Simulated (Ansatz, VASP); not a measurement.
Cu: VASP beside Ansatz

INCAR

```
SYSTEM = Cu
PREC = Accurate ; ENCUT = 520
EDIFF = 1E-7 ; ISMEAR = -1
SIGMA = 0.03 ; LREAL = .FALSE.
LASPH = .TRUE. ; NELM = 80
ALGO = Normal ; ISIF = 2
LWAVE = .FALSE. ; LCHARG = .FALSE.
GGA = PE ; NBANDS = 18
```

File KPOINTS:

```
Automatic mesh
0
G
  17 17 9
  0 0 0
```

POSCAR

```
Cu
1.0
    2.6064113432      0.0000000000      0.0000000000
   -1.3032056716      2.2572184359      0.0000000000
    0.0000000000      0.0000000000      4.3101205951
Cu
2
Direct
    0.3333333333      0.6666666667      0.2500000000
    0.6666666667      0.3333333333      0.7500000000
```

Input for Ansatz:

```yaml
crystal:
  lattice:
    - [2.6064113432, 0.0, 0.0]
    - [-1.3032056716, 2.2572184359, 0.0]
    - [0.0, 0.0, 4.3101205951]
  atoms:
    - { symbol: Cu, position: [0.3333333333, 0.6666666667, 0.25] }
    - { symbol: Cu, position: [0.6666666667, 0.3333333333, 0.75] }
kpoints:
  mp_grid: { grid: [17, 17, 9] }
scf:
  occupations: { method: fermi_dirac, width: 0.03 }
hamiltonian:
  xc: pbe
  pseudopotentials: { kind: all_electron, lapw: { basis_error: 0.00025 } }
output:
  forces: true
  stress: true
  eigenvalues: true
```

Change from the starting cell: volume scaled by 1.06.

Alike in both runs: task single point; functional PBE; k mesh 17 × 17 × 9; occupations fermi-dirac, width 0.03 eV; no spin polarisation.

|  | VASP | Ansatz |
| --- | --- | --- |
| version | VASP 6.6.1 | Ansatz 0.2.0 |
| potentials or method | VASP PAW PBE potentials, release 64 (Cu), cutoff 520 eV | all-electron LAPW, scalar-relativistic |

|  | VASP | Ansatz | Ansatz less VASP |
| --- | --- | --- | --- |
| pressure (GPa) | -6.5 | -7.0 | -0.53 |
| traceless stress, the component that is largest in VASP (GPa) | 0.17 | 0.18 | +0.006 |

Ansatz ran all-electron here, and VASP with PAW potentials.
